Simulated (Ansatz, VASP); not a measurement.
## Ag in VASP and in Ansatz

File INCAR:

```
ALGO     = Normal         # electronic algorithm
EDIFF    = 1E-6           # SCF threshold, eV
ENCUT    = 520            # plane-wave cutoff, eV
GGA      = CA             # functional
ISIF     = 2              # what is computed and relaxed
ISMEAR   = -1             # smearing method
LASPH    = True           # aspherical terms in the spheres
LCHARG   = False          # write CHGCAR
LREAL    = False          # projectors in reciprocal space
LWAVE    = False          # write WAVECAR
NBANDS   = 18             # bands
NELM     = 60             # most SCF steps
PREC     = Accurate       # precision mode
SIGMA    = 0.05           # smearing width, eV
```

Contents of KPOINTS:

```
k-points
0
Gamma
  14 14 8
```

POSCAR

```
Ag
1.0
    2.9299980804     -0.0292999808     -0.0292999808
   -1.4903735679      2.5521027611     -0.0107245373
   -0.0479000000     -0.0479000000      4.7900000000
Ag
2
Direct
    0.3333333333      0.6666666667      0.2500000000
    0.6666666667      0.3333333333      0.7500000000
```

Input for Ansatz:

```yaml
crystal:
  lattice:
    - [2.9299980804, -0.0292999808, -0.0292999808]
    - [-1.4903735679, 2.5521027611, -0.0107245373]
    - [-0.0479, -0.0479, 4.79]
  atoms:
    - { symbol: Ag, position: [0.3333333333, 0.6666666667, 0.25] }
    - { symbol: Ag, position: [0.6666666667, 0.3333333333, 0.75] }
kpoints:
  mp_grid: { grid: [14, 14, 8] }
  band_path:
    path:
      - [0.0, 0.0, 0.0]
      - [0.0, 0.0, 0.5]
      - [-0.5, 0.5, 0.0]
      - [0.0, 0.0, 0.0]
      - [0.0, -0.5, 0.0]
      - [-0.5, 0.0, 0.5]
      - [0.0, 0.0, 0.0]
      - [-0.5, 0.0, 0.0]
      - [0.0, -0.5, 0.5]
    npoints: 5
scf:
  occupations: { method: fermi_dirac, width: 0.05 }
hamiltonian:
  xc: lda
  pseudopotentials: { kind: all_electron, lapw: { basis_error: 0.00025 } }
output:
  forces: true
  stress: true
  eigenvalues: true
```

Change from the starting cell: equal xy, yz and zx shear strains of -2 %.

Alike in both runs: task single point; functional LDA; k mesh 14 × 14 × 8; occupations fermi-dirac, width 0.05 eV; no spin polarisation.

|  | VASP | Ansatz |
| --- | --- | --- |
| version | VASP 6.6.1 | Ansatz 0.2.0 |
| potentials or method | VASP PAW LDA potentials, release 64 (Ag), cutoff 520 eV | all-electron LAPW, scalar-relativistic |

|  | VASP | Ansatz | Ansatz less VASP |
| --- | --- | --- | --- |
| pressure (GPa) | -10.4 | -10.5 | -0.16 |
| traceless stress, the component that is largest in VASP (GPa) | 0.56 | 0.55 | -0.008 |
| rms of the force components (eV/Å) | 0.011 | 0.011 | -0.0001 |

LDA's correlation is that of Perdew and Zunger in VASP and of Perdew and Wang (1992) in Ansatz. Atom by atom the forces differ by 0.000 eV/Å (rms over components). Ansatz ran all-electron here, and VASP with PAW potentials.
